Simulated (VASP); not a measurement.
# KI2 (I4/mmm) in VASP: a series of runs

The runs below take KI2 through single point, with PBE.

Program: VASP 6.6.1. These are calculated values, not measurements. Logs are shortened: lines on timing, memory, paths and dates and some standing lists are left out, and cuts for length are marked.

### Step 1. The cell of the first run

The structure is tetragonal, space group I4/mmm (No. 139). Conventional cell: a = 4.578 Å, b = 4.578 Å, c = 11.175 Å, α = 90.00°, β = 90.00°, γ = 90.00°. Within 4.9 Å of K (site symmetry 4/mmm) lie 10 I at 3.72 to 3.74 Å and 4 K at 4.58 Å. I (site symmetry 4mm) has 5 K at 3.72 to 3.74 Å and 9 I at 3.73 to 4.58 Å within 4.9 Å.

### Step 2. Single point, PBE

Contents of INCAR:

```
SYSTEM = KI2
  ALGO = Normal
  EDIFF = 1E-6
  ENCUT = 520
  GGA = PE
  ISIF = 2
  ISMEAR = 0
  LASPH = .TRUE.
  LCHARG = .FALSE.
  LREAL = .FALSE.
  LWAVE = .FALSE.
  NBANDS = 18
  NELM = 60
  PREC = Accurate
  SIGMA = 0.1
```

Contents of KPOINTS:

```
k-points
0
G
  6 6 6
  0 0 0
```

Contents of POSCAR:

```
KI2
1.0
   -2.2888435400      2.2888435400      5.5876925400
    2.2888435400     -2.2888435400      5.5876925400
    2.2888435400      2.2888435400     -5.5876925400
K I
1 2
Direct
    0.0000000000      0.0000000000      0.0000000000
    0.3330000000      0.3330000000      0.0000000000
    0.6670000000      0.6670000000      0.0000000000
```

Potentials or basis: VASP PAW PBE potentials, release 64 (K_sv, I).

Command:

```bash
$ cat potpaw_PBE.64/K_sv/POTCAR potpaw_PBE.64/I/POTCAR > POTCAR
$ mpirun -np 1 vasp_std > vasp.out
```

OUTCAR:

```text
SYSTEM = KI2
   EDIFF = 1E-6
   ENCUT = 520
   GGA = PE
   ISIF = 2
   ISMEAR = 0
   LASPH = .TRUE.
   LREAL = .FALSE.
   NELM = 60
   PREC = Accurate

 ion  position               nearest neighbor table
   1  0.000  0.000  0.000-
   2  0.333  0.333  0.000-
   3  0.667  0.667  0.000-

  LATTYP: Found a body centered tetragonal cell.
 ALAT       =     4.5776870800
 C/A-ratio  =     2.4412732641

  Lattice vectors:

 A1 = (  -2.2888435400,   2.2888435400,   5.5876925400)
 A2 = (   2.2888435400,  -2.2888435400,   5.5876925400)
 A3 = (   2.2888435400,   2.2888435400,  -5.5876925400)

Analysis of symmetry for initial positions (statically):
=====================================================================
 Subroutine PRICEL returns:
 Original cell was already a primitive cell.

 Routine SETGRP: Setting up the symmetry group for a
 body centered tetragonal supercell.

 Subroutine GETGRP returns: Found 16 space group operations
 (whereof 16 operations were pure point group operations)
 out of a pool of 16 trial point group operations.

The static configuration has the point symmetry D_4h.

Analysis of symmetry for dynamics (positions and initial velocities):
=====================================================================
 Subroutine PRICEL returns:
 Original cell was already a primitive cell.

 Routine SETGRP: Setting up the symmetry group for a
 body centered tetragonal supercell.

 Subroutine GETGRP returns: Found 16 space group operations
 (whereof 16 operations were pure point group operations)
 out of a pool of 16 trial point group operations.

The dynamic configuration has the point symmetry D_4h.

 Subroutine INISYM returns: Found 16 space group operations
 (whereof 16 operations are pure point group operations),
 and found     1 'primitive' translations

----------------------------------------------------------------------------------------

                                     Primitive cell

  volume of cell :     117.0913

  direct lattice vectors                    reciprocal lattice vectors
    -2.288843540  2.288843540  5.587692540     0.000000000  0.218450930  0.089482375
     2.288843540 -2.288843540  5.587692540     0.218450930  0.000000000  0.089482375
     2.288843540  2.288843540 -5.587692540     0.218450930  0.218450930  0.000000000

  length of vectors
     6.457547323  6.457547323  6.457547323     0.236067584  0.236067584  0.308936268

  position of ions in fractional coordinates (direct lattice)
     0.000000000  0.000000000  0.000000000
     0.333000000  0.333000000  0.000000000
     0.667000000  0.667000000  0.000000000

  ion indices of the primitive-cell ions
   primitive index   ion index
                 1           1
                 2           2
                 3           3

----------------------------------------------------------------------------------------

 KPOINTS: k-points

Automatic generation of k-mesh.
 Grid dimensions read from file:
 generate k-points for:    6    6    6

 Generating k-lattice:

  Cartesian coordinates                     Fractional coordinates (reciprocal lattice)
     0.000000000  0.036408488  0.014913729     0.166666667  0.000000000 -0.000000000
     0.036408488  0.000000000  0.014913729     0.000000000  0.166666667 -0.000000000
     0.036408488  0.036408488  0.000000000     0.000000000  0.000000000  0.166666667

  Length of vectors
     0.039344597  0.039344597  0.051489378

  Shift w.r.t. Gamma in fractional coordinates (k-lattice)
     0.000000000  0.000000000  0.000000000

 Subroutine IBZKPT returns following result:
 ===========================================

 Found     30 irreducible k-points:

 Following reciprocal coordinates:
            Coordinates               Weight
  0.000000  0.000000  0.000000      1.000000
  0.166667  0.000000 -0.000000      8.000000
  0.333333  0.000000 -0.000000      8.000000
  0.500000  0.000000  0.000000      4.000000
  0.166667  0.166667 -0.000000      8.000000
  0.333333  0.166667  0.000000     16.000000
[... 16 lines left out ...]
 -0.333333 -0.333333  0.166667      8.000000
 -0.166667 -0.333333  0.166667      8.000000
 [... further k-points ...]
   k-points           NKPTS =     30   k-points in BZ     NKDIM =     30   number of bands    NBANDS=     18
   number of dos      NEDOS =    301   number of ions     NIONS =      3
   total plane-waves  NPLWV = 110592
   dimension x,y,z NGX =    48 NGY =   48 NGZ =   48
   dimension x,y,z NGXF=    96 NGYF=   96 NGZF=   96
   ions per type =               1   2
   NGX,Y,Z   is equivalent  to a cutoff of  12.36, 12.36, 12.36 a.u.
   NGXF,Y,Z  is equivalent  to a cutoff of  24.71, 24.71, 24.71 a.u.
 SYSTEM =  KI2
   PREC   = accura    normal or accurate (medium, high low for compatibility)
   ISTART =      0    job   : 0-new  1-cont  2-samecut
   ICHARG =      2    charge: 1-file 2-atom 10-const
   ISPIN  =      1    spin polarized calculation?
   LNONCOLLINEAR =      F non collinear calculations
   LSORBIT =      F    spin-orbit coupling
   LASPH  =      T    aspherical Exc in radial PAW
   ENCUT  =  520.0 eV  38.22 Ry    6.18 a.u.  12.01 12.01 12.01*2*pi/ulx,y,z
   NELM   =     60;   NELMIN=  2; NELMDL= -5     # of ELM steps
   EDIFF  = 0.1E-05   stopping-criterion for ELM
   LREAL  =      F    real-space projection
   EDIFFG = 0.1E-04   stopping-criterion for IOM
   NSW    =      0    number of steps for IOM
   IBRION =     -1    ionic relax: 0-MD 1-quasi-New 2-CG
   NFREE  =      0    steps in history (QN), initial steepest desc. (CG)
   ISIF   =      2    stress and relaxation
   ISYM   =      2    0-nonsym 1-usesym 2-fastsym
   POTIM  = 0.5000    time-step for ionic-motion
   TEBEG  =    0.0;   TEEND  =   0.0 temperature during run
   PSTRESS=    0.0 pullay stress
   NELECT =      23.0000    total number of electrons
   NUPDOWN=      -1.0000    fix difference up-down
   EMIN   =  10.00;   EMAX   =-10.00  energy-range for DOS
   EFERMI =   0.00;   METHOD = LEGACY
   ISMEAR =     0;   SIGMA  =   0.10  broadening in eV -4-tet -1-fermi 0-gaus
   EFERMI_NEDOS =   21; number of points for ismear=-14 and -15
   IALGO  =     38    algorithm
   IMIX   =      4    mixing-type and parameters
     AMIX     =   0.40;   BMIX     =  1.00
     AMIX_MAG =   1.60;   BMIX_MAG =  1.00
  volume/ion in A,a.u.               =      39.03       263.39
  Fermi-wavevector in a.u.,A,eV,Ry     =   0.951647  1.798352 12.321871  0.905632
  Thomas-Fermi vector in A             =   2.080136
   LORBIT       =      0    0 simple, 1 ext, 2 COOP (PROOUT), +10 PAW based schemes
   GGA     = PE    functional components
   LHFCALC =     F    Hartree Fock is set to
   AEXX    =    0.0000 exact exchange contribution
   IVDW    =     0    specifies the selected vdW correction
   LEPSILON=     F    determine dielectric tensor
   LRPA    =     F    only Hartree local field effects (RPA)
 non-spin polarized calculation
 Gauss-broadening in eV      SIGMA  =   0.10
  energy-cutoff  :      520.00
  volume of cell :      117.09
 maximum number of plane-waves:      3220
   NGX = 25   NGY = 25   NGZ = 25

 number of electron      23.0000000 magnetization

 Free energy of the ion-electron system (eV)
  ---------------------------------------------------
  ext. energy  EPLUGINS =         0.00000000
  ---------------------------------------------------
  free energy    TOTEN  =        -6.28518745 eV

  energy without entropy =       -6.25549440  energy(sigma->0) =       -6.27034092

 E-fermi :   1.7993     XC(G=0):  -8.0408

 val. band max:        1.7933615796   @ k =  -0.1667   0.1667   0.0000
 cond. band min:       1.8042784716   @ k =   0.5000   0.5000   0.3333
 fundamental gap:      0.0109168921
 Fermi energy:         1.7992917392

 k-point     1 :       0.0000    0.0000    0.0000
  band No.  band energies     occupation
      1     -27.5858      2.00000
      2     -11.0822      2.00000
      3     -11.0666      2.00000
      4     -11.0666      2.00000
      5     -10.2857      2.00000
      6      -9.0652      2.00000
[... 10 lines left out ...]
     17       9.3584      0.00000
     18      10.2678      0.00000

 k-point     2 :       0.1667    0.0000   -0.0000
  band No.  band energies     occupation
      1     -27.5853      2.00000
      2     -11.1061      2.00000
      3     -11.0801      2.00000
      4     -11.0650      2.00000
      5     -10.1677      2.00000
      6      -9.1365      2.00000
[... 10 lines left out ...]
     17       9.4552      0.00000
     18       9.7254      0.00000

 k-point     3 :       0.3333    0.0000   -0.0000
  band No.  band energies     occupation
      1     -27.5842      2.00000
      2     -11.1614      2.00000
      3     -11.0788      2.00000
      4     -11.0618      2.00000
      5      -9.9046      2.00000
      6      -9.3234      2.00000
[... 10 lines left out ...]
     17       9.3746      0.00000
     18       9.6356      0.00000

 k-point     4 :       0.5000    0.0000    0.0000
  band No.  band energies     occupation
      1     -27.5837      2.00000
      2     -11.1835      2.00000
      3     -11.0770      2.00000
      4     -11.0601      2.00000
      5      -9.6733      2.00000
      6      -9.5216      2.00000
[... 375 lines left out ...]
      4     -11.0620      2.00000
      5      -9.7976      2.00000
      6      -9.4252      2.00000
[... 10 lines left out ...]
     17       8.5159      0.00000
     18       9.0571      0.00000

 k-point    23 :      -0.3333   -0.3333    0.1667
  band No.  band energies     occupation
      1     -27.5847      2.00000
      2     -11.1381      2.00000
      3     -11.0927      2.00000
      4     -11.0790      2.00000
      5      -9.9088      2.00000
      6      -9.3455      2.00000
[... 10 lines left out ...]
     17       8.9263      0.00000
     18       9.1363      0.00000

 k-point    24 :      -0.1667   -0.3333    0.1667
  band No.  band energies     occupation
      1     -27.5852      2.00000
      2     -11.1340      2.00000
      3     -11.0879      2.00000
      4     -11.0654      2.00000
      5     -10.0456      2.00000
      6      -9.2449      2.00000
[... 10 lines left out ...]
     17       9.1933      0.00000
     18       9.3917      0.00000

 [... further k-points ...]

------------------------ aborting loop because EDIFF is reached ----------------------------------------

  FORCE on cell =-STRESS in cart. coord.  units (eV):
  Direction    XX          YY          ZZ          XY          YZ          ZX
  --------------------------------------------------------------------------------------
  -------------------------------------------------------------------------------------
  Total        0.7805473      0.7805473      0.2138275      0.0000000      0.0000000      0.0000000
  in kB       10.6803402     10.6803402      2.9258325      0.0000000      0.0000000      0.0000000
  external PRESSURE =       8.0955043 kB  Pullay stress =       0.0000000 kB

 VOLUME and BASIS-vectors are now :
 -----------------------------------------------------------------------------
  energy-cutoff  :      520.00
  volume of cell :      117.09
      direct lattice vectors                 reciprocal lattice vectors
    -2.288843540  2.288843540  5.587692540     0.000000000  0.218450930  0.089482375
     2.288843540 -2.288843540  5.587692540     0.218450930  0.000000000  0.089482375
     2.288843540  2.288843540 -5.587692540     0.218450930  0.218450930  0.000000000

 POSITION                                       TOTAL-FORCE (eV/Angst)
 -----------------------------------------------------------------------------------
      0.00000      0.00000      0.00000         0.000000      0.000000     -0.000000
      0.00000      0.00000      3.72140        -0.000000     -0.000000      0.458034
      0.00000      0.00000      7.45398         0.000000      0.000000     -0.458034
 -----------------------------------------------------------------------------------
    total drift:                               -0.000000     -0.000000      0.000000

  FREE ENERGIE OF THE ION-ELECTRON SYSTEM (eV)
  ---------------------------------------------------
  free  energy   TOTEN  =        -6.2851874470 eV

  energy  without entropy=       -6.2554943955  energy(sigma->0) =       -6.27034092
```

Wall time 33 s (1 thread of Intel Xeon 6975P-C (Granite Rapids), shared host); peak memory 0.34 GiB.

What came out:

| Property | Result |
| --- | --- |
| Free energy | -6.2852 eV |
| Pressure | 0.8 GPa |
| Largest force | 0.458 eV/Å |

Forces on the atoms (eV/Å):
```
K    0.000  0.000  0.000
I    0.000  0.000  0.458
I    0.000  0.000 -0.458
```

Stress tensor (GPa, compression positive):
```
1.07 0.00 0.00
0.00 1.07 0.00
0.00 0.00 0.29
```

Levels at points of the mesh, in eV from the Fermi level:
```tsv
k point	band 8	band 9	band 10	band 11	band 12	band 13	band 14	band 15	band 16	band 17
(0.00, 0.00, 0.00)	-1.62	-1.62	-0.47	-0.20	-0.20	3.95	5.20	5.70	7.54	7.56
(0.50, 0.00, 0.00)	-2.53	-1.04	-0.77	-0.71	-0.06	4.71	5.85	6.38	6.68	7.52
(0.50, 0.50, 0.00)	-2.75	-2.18	-0.77	-0.63	-0.35	5.21	6.12	7.24	7.61	7.84
(0.50, 0.50, 0.50)	-1.77	-1.77	-0.93	0.13	0.13	4.33	5.23	5.94	6.76	7.78
```

Caveat: spin-orbit coupling is left out, which moves the levels of the heavy elements; an odd number of electrons without spin polarisation forces a metal; a magnetic or distorted state may lie lower.

### Step 3. Single point, PBE

This run uses another cell than the first one, of 43.89 Å³/atom, 1.124 times its volume.

Contents of INCAR:

```
SYSTEM = KI2
ALGO = Normal
EDIFF = 1E-6
ENCUT = 520
GGA = PE
ISIF = 2
ISMEAR = 0
LASPH = .True.
LCHARG = .True.
LELF = .True.
LREAL = .False.
LVHAR = .True.
LWAVE = .False.
NBANDS = 18
NELM = 80
PREC = Accurate
SIGMA = 0.1
```

Contents of KPOINTS:

```
k-points
0
Gamma
  6 6 6
  0 0 0
```

Contents of POSCAR:

```
KI2
1.0
   -2.3402215740      2.3402215740      6.0102752765
    2.3402215740     -2.3402215740      6.0102752765
    2.3402215740      2.3402215740     -6.0102752765
K I
1 2
Direct
    0.0000000000      0.0000000000      0.0000000000
    0.3635476241      0.3635476241      0.0000000000
    0.6364523759      0.6364523759      0.0000000000
```

Potentials or basis: VASP PAW PBE potentials, release 64 (K_sv, I).

Command:

```bash
$ cat potpaw_PBE.64/K_sv/POTCAR potpaw_PBE.64/I/POTCAR > POTCAR
$ mpirun -np 1 vasp_std > vasp.out
```

OUTCAR:

```text
SYSTEM = KI2
   EDIFF = 1E-6
   ENCUT = 520
   GGA = PE
   ISIF = 2
   ISMEAR = 0
   LASPH = .True.
   LREAL = .False.
   NELM = 80
   PREC = Accurate

 ion  position               nearest neighbor table
   1  0.000  0.000  0.000-
   2  0.364  0.364  0.000-   3 3.28
   3  0.636  0.636  0.000-   2 3.28

  LATTYP: Found a body centered tetragonal cell.
 ALAT       =     4.6804431480
 C/A-ratio  =     2.5682505209

  Lattice vectors:

 A1 = (  -2.3402215740,   2.3402215740,   6.0102752765)
 A2 = (   2.3402215740,  -2.3402215740,   6.0102752765)
 A3 = (   2.3402215740,   2.3402215740,  -6.0102752765)

Analysis of symmetry for initial positions (statically):
=====================================================================
 Subroutine PRICEL returns:
 Original cell was already a primitive cell.

 Routine SETGRP: Setting up the symmetry group for a
 body centered tetragonal supercell.

 Subroutine GETGRP returns: Found 16 space group operations
 (whereof 16 operations were pure point group operations)
[... 164 lines left out ...]

  energy without entropy =       -6.47731000  energy(sigma->0) =       -6.48963512

 E-fermi :   1.1329     XC(G=0):  -7.5038

 val. band max:        1.1290398744   @ k =   0.5000   0.0000   0.0000
 cond. band min:       1.1534695618   @ k =   0.5000   0.1667   0.0000
 fundamental gap:      0.0244296874
 Fermi energy:         1.1329437078

 k-point     1 :       0.0000    0.0000    0.0000
  band No.  band energies     occupation
      1     -28.4630      2.00000
      2     -11.9662      2.00000
      3     -11.9420      2.00000
      4     -11.9420      2.00000
      5     -10.9691      2.00000
      6      -9.9859      2.00000
[... 481 lines left out ...]
      5     -10.8161      2.00000
      6     -10.1119      2.00000
[... 10 lines left out ...]
     17       8.1855      0.00000
     18       8.5575      0.00000

 [... further k-points ...]

------------------------ aborting loop because EDIFF is reached ----------------------------------------

  FORCE on cell =-STRESS in cart. coord.  units (eV):
  Direction    XX          YY          ZZ          XY          YZ          ZX
  --------------------------------------------------------------------------------------
  -------------------------------------------------------------------------------------
  Total        0.0362277      0.0362277      0.0080865      0.0000000     -0.0000000      0.0000000
  in kB        0.4408418      0.4408418      0.0984014      0.0000000     -0.0000000      0.0000000
  external PRESSURE =       0.3266950 kB  Pullay stress =       0.0000000 kB

 VOLUME and BASIS-vectors are now :
 -----------------------------------------------------------------------------
  energy-cutoff  :      520.00
  volume of cell :      131.66
      direct lattice vectors                 reciprocal lattice vectors
    -2.340221574  2.340221574  6.010275276     0.000000000  0.213654983  0.083190865
     2.340221574 -2.340221574  6.010275276     0.213654983  0.000000000  0.083190865
     2.340221574  2.340221574 -6.010275276     0.213654983  0.213654983  0.000000000

 POSITION                                       TOTAL-FORCE (eV/Angst)
 -----------------------------------------------------------------------------------
      0.00000      0.00000      0.00000        -0.000000     -0.000000      0.000000
      0.00000      0.00000      4.37004        -0.000000     -0.000000      0.008053
      0.00000      0.00000      7.65051         0.000000      0.000000     -0.008053
 -----------------------------------------------------------------------------------
    total drift:                               -0.000000     -0.000000      0.000000

  FREE ENERGIE OF THE ION-ELECTRON SYSTEM (eV)
  ---------------------------------------------------
  free  energy   TOTEN  =        -6.5019602352 eV

  energy  without entropy=       -6.4773099995  energy(sigma->0) =       -6.48963512
```

OSZICAR:

```text
N       E                     dE             d eps       ncg     rms          rms(c)
DAV:   1     0.140150369528E+03    0.14015E+03   -0.90874E+03  1080   0.104E+03
DAV:   2     0.252623598277E+01   -0.13762E+03   -0.13506E+03  1402   0.226E+02
DAV:   3    -0.622815201674E+01   -0.87544E+01   -0.87134E+01  1424   0.531E+01
DAV:   4    -0.656764625716E+01   -0.33949E+00   -0.33922E+00  1990   0.905E+00
DAV:   5    -0.657029160649E+01   -0.26453E-02   -0.26452E-02  1454   0.666E-01    0.379E+00
DAV:   6    -0.651325447294E+01    0.57037E-01   -0.63160E-02  1450   0.127E+00    0.233E+00
DAV:   7    -0.650053708558E+01    0.12717E-01   -0.10593E-01  1436   0.166E+00    0.342E-01
DAV:   8    -0.650171842788E+01   -0.11813E-02   -0.10317E-02  1398   0.570E-01    0.124E-01
DAV:   9    -0.650185167933E+01   -0.13325E-03   -0.42671E-04  1542   0.133E-01    0.590E-02
DAV:  10    -0.650194348101E+01   -0.91802E-04   -0.13598E-04  1290   0.707E-02    0.151E-02
DAV:  11    -0.650196025808E+01   -0.16777E-04   -0.29159E-05  1486   0.332E-02    0.964E-03
DAV:  12    -0.650196023519E+01    0.22892E-07   -0.22891E-06  1462   0.923E-03
   1 F= -.65019602E+01 E0= -.64896351E+01  d E =-.246502E-01
```

Run time: 61 s. Hardware: 1 thread of Intel Xeon 6975P-C (Granite Rapids), shared host; peak memory 0.41 GiB.

What came out:

| Property | Result |
| --- | --- |
| Free energy | -6.5020 eV |
| Pressure | 0.0 GPa |
| Largest force | 0.008 eV/Å |

Forces in eV/Å, atoms in the order of the input:
```
K    0.000  0.000  0.000
I    0.000  0.000  0.008
I    0.000  0.000 -0.008
```

Caveat: spin-orbit coupling is left out, which moves the levels of the heavy elements; an odd number of electrons without spin polarisation forces a metal; a magnetic or distorted state may lie lower.
